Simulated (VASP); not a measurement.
# I (Fm-3m) in VASP: further runs, part 2 of 2

VASP 6.6.1. The steps go on from the part before.

### Step 3. Single point, PBE

This run uses another cell than the first one, of 35.04 Å³/atom.

File INCAR:

```
SYSTEM = I
ALGO = Normal ; EDIFF = 1E-7
ENCUT = 520 ; GGA = PE
ISIF = 2 ; ISMEAR = -1
LASPH = .True. ; LCHARG = .False.
LREAL = .False. ; LWAVE = .False.
NBANDS = 10 ; NELM = 60
PREC = Accurate ; SIGMA = 0.05
```

File KPOINTS:

```
k-points
0
Gamma
  14 14 14
  0 0 0
```

File POSCAR:

```
I
1.0
    0.0000000000      2.5972562822      2.5972562822
    2.5972562822      0.0000000000      2.5972562822
    2.5972562822      2.5972562822      0.0000000000
I
1
Direct
    0.0000000000      0.0000000000      0.0000000000
```

Potentials or basis: VASP PAW PBE potentials, release 64 (I).

Run with:

```console
$ cat potpaw_PBE.64/I/POTCAR > POTCAR
$ mpirun -np 1 vasp_std > vasp.out
```

Wall time 19 s (1 thread of Intel Xeon Platinum 8488C (Sapphire Rapids), shared host); peak memory 0.17 GiB.

It converged, with:

* Free energy: -1.0443 eV
* Pressure: 0.0 GPa
* Band gap on the k mesh: zero (an odd number of electrons rules out a gap without spin polarisation)

Levels at points of the mesh, in eV from the Fermi level:
```csv
k point,band 2,band 3,band 4,band 5,band 6,band 7
"(0.00, 0.00, 0.00)",0.99,0.99,0.99,7.17,9.65,9.65
"(0.50, 0.00, 0.00)",-4.53,0.27,0.27,6.54,9.10,9.10
"(0.50, 0.50, 0.00)",-4.07,-1.14,-1.14,4.80,5.58,16.45
```

Caveat: spin-orbit coupling is left out, which moves the levels of the heavy elements; an odd number of electrons without spin polarisation forces a metal; a magnetic or distorted state may lie lower.

### Step 4. Relaxation of cell and atoms, PBE

This run uses another cell than the first one, of 34.00 Å³/atom.

File INCAR:

```
ALGO = Normal
EDIFF = 1E-7
EDIFFG = -0.005
ENCUT = 600
GGA = PE
IBRION = 2
ISIF = 3
ISMEAR = -1
LASPH = T
LCHARG = F
LREAL = F
LWAVE = F
NELM = 60
NSW = 60
PREC = Accurate
SIGMA = 0.05
```

File KPOINTS:

```
k-points
0
Gamma
  14 14 14
```

File POSCAR:

```
I
1.0
    0.0000000000      2.5712815907      2.5712815907
    2.5712815907      0.0000000000      2.5712815907
    2.5712815907      2.5712815907      0.0000000000
I
1
Direct
    0.0000000000      0.0000000000      0.0000000000
```

Potentials or basis: VASP PAW PBE potentials, release 64 (I).

Run with:

```console
$ cat potpaw_PBE.64/I/POTCAR > POTCAR
$ mpirun -np 1 vasp_std > vasp.out
```

OUTCAR:

```text
EDIFF = 1E-7
   EDIFFG = -0.005
   ENCUT = 600
   GGA = PE
   IBRION = 2
   ISIF = 3
   ISMEAR = -1
   LASPH = T
   LREAL = F
   NELM = 60
   NSW = 60
   PREC = Accurate

 ion  position               nearest neighbor table
   1  0.000  0.000  0.000-

  LATTYP: Found a face centered cubic cell.
 ALAT       =     5.1425631814

  Lattice vectors:

 A1 = (   0.0000000000,   2.5712815907,   2.5712815907)
 A2 = (   2.5712815907,   0.0000000000,   2.5712815907)
 A3 = (   2.5712815907,   2.5712815907,   0.0000000000)

Analysis of symmetry for initial positions (statically):
=====================================================================
 Subroutine PRICEL returns:
 Original cell was already a primitive cell.

 Routine SETGRP: Setting up the symmetry group for a
[... 243 lines left out ...]
  free energy    TOTEN  =        -1.04416912 eV

  energy without entropy =       -1.03068242  energy(sigma->0) =       -1.03742577

 E-fermi :   4.4685     XC(G=0):  -9.1136

 val. band max:        4.4643784950   @ k =   0.2143   0.2143   0.0000
 cond. band min:       4.5047887226   @ k =  -0.2857   0.0714   0.0000
 fundamental gap:      0.0404102276
 Fermi energy:         4.4685044477

 k-point     1 :       0.0000    0.0000    0.0000
  band No.  band energies     occupation
      1      -8.9406      2.00000
      2       5.4617      0.00000
      3       5.4617      0.00000
      4       5.4617      0.00000
      5      11.6443      0.00000
      6      14.1197      0.00000
      7      14.1197      0.00000
[... 221 lines left out ...]
 k-point    24 :       0.2857    0.1429    0.0000
  band No.  band energies     occupation
      1      -8.2118      2.00000
      2       2.4386      2.00000
      3       4.5346      0.42078
      4       4.5730      0.22017
      5      11.9389      0.00000
      6      13.1161      0.00000
      7      14.3630      0.00000

 [... further k-points ...]
[... 5 lines left out ...]
  --------------------------------------------------------------------------------------
  -------------------------------------------------------------------------------------
  Total       -0.0014001     -0.0014001     -0.0014001      0.0000000      0.0000000      0.0000000
  in kB       -0.0640271     -0.0640271     -0.0640271      0.0000000      0.0000000      0.0000000
  external PRESSURE =      -0.0640271 kB  Pullay stress =       0.0000000 kB
[... 16 lines left out ...]
  FREE ENERGIE OF THE ION-ELECTRON SYSTEM (eV)
  ---------------------------------------------------
  free  energy   TOTEN  =        -1.0441691157 eV

  energy  without entropy=       -1.0306824202  energy(sigma->0) =       -1.03742577

 reached required accuracy - stopping structural energy minimisation
```

OSZICAR:

```text
N       E                     dE             d eps       ncg     rms          rms(c)
DAV:   1     0.231847560208E+02    0.23185E+02   -0.28987E+03  1463   0.825E+02
DAV:   2    -0.352633406262E+00   -0.23537E+02   -0.23177E+02  1974   0.102E+02
DAV:   3    -0.103787685217E+01   -0.68524E+00   -0.67523E+00  1764   0.206E+01
[... 29 lines left out ...]
DAV:   7    -0.104417114886E+01    0.12889E-05   -0.11159E-07  1862   0.282E-03    0.421E-02
DAV:   8    -0.104417088497E+01    0.26389E-06   -0.45955E-09  1022   0.630E-04    0.371E-02
DAV:   9    -0.104416970669E+01    0.11783E-05   -0.12890E-07  1645   0.266E-03    0.136E-02
DAV:  10    -0.104416916480E+01    0.54189E-06   -0.34830E-08  1162   0.150E-03    0.209E-03
DAV:  11    -0.104416911568E+01    0.49116E-07   -0.36367E-09   987   0.581E-04
   3 F= -.10441691E+01 E0= -.10374258E+01  d E =-.233917E-02
```

CONTCAR:

```text
I
   1.00000000000000
     0.0000000000000000    2.5971207459718189    2.5971207459718189
     2.5971207459718189   -0.0000000000000000    2.5971207459718189
     2.5971207459718189    2.5971207459718189   -0.0000000000000000
  I
     1
Direct
     0.0000000000000000    0.0000000000000000    0.0000000000000000

  0.00000000E+00  0.00000000E+00  0.00000000E+00
```

Wall time 94 s (1 thread of Intel Xeon Platinum 8259CL at 2.50GHz (Skylake/Cascade Lake), shared host); peak memory 0.19 GiB.

What came out:

```
Free energy                           : -1.0442 eV
Relaxed volume                        : 35.04 Å³/atom
Relaxed cell                          : a = 3.673 Å, b = 3.673 Å, c = 3.673 Å, α = 60.00°, β = 60.00°, γ = 60.00°
Space group after relaxing (to 0.1 Å) : Fm-3m (No. 225)
Energy gained by relaxing             : 2.3 meV/atom
Ionic steps                           : 3
Pressure after relaxing               : 0.0 GPa
Band gap on the k mesh                : zero (an odd number of electrons rules out a gap without spin polarisation)
```

Step by step:
```tsv
step	energy change (eV)	largest force (eV/Å)	pressure (GPa)	volume (Å³)
1	0.0000	0.0000	0.76	34.00
2	-0.0022	0.0000	0.16	34.80
3	-0.0023	0.0000	-0.01	35.04
```

Final structure:
```
I
1.0
     0.00000    2.59712    2.59712
     2.59712    0.00000    2.59712
     2.59712    2.59712    0.00000
I
1
Direct
  0.00000 0.00000 0.00000
```

Caveat: spin-orbit coupling is left out, which moves the levels of the heavy elements; an odd number of electrons without spin polarisation forces a metal; a magnetic or distorted state may lie lower.

### Step 5. Overview

```csv
task,cell,cutoff (eV),gap on the mesh (eV),pressure (GPa)
single point,"a = 3.520 Å, angles 60.0°, 1 atom",520,none,4.2
single point,"a = 3.673 Å, angles 60.0°, 1 atom",520,none,0.0
relaxation of cell and atoms,"relaxed from a = 3.636 Å, angles 60.0°, 1 atom",600,none,0.0
```

Alike in all rows: level PBE; potentials or basis VASP PAW PBE potentials, release 64 (I); no spin polarisation; k mesh 14 × 14 × 14; smearing fermi-dirac 0.05 eV.

Caveats: spin-orbit coupling is left out, which moves the levels of the heavy elements; an odd number of electrons without spin polarisation forces a metal; a magnetic or distorted state may lie lower; the cell stands under pressure (at least some runs).

Absolute energies hang on the potentials; compare differences alone.
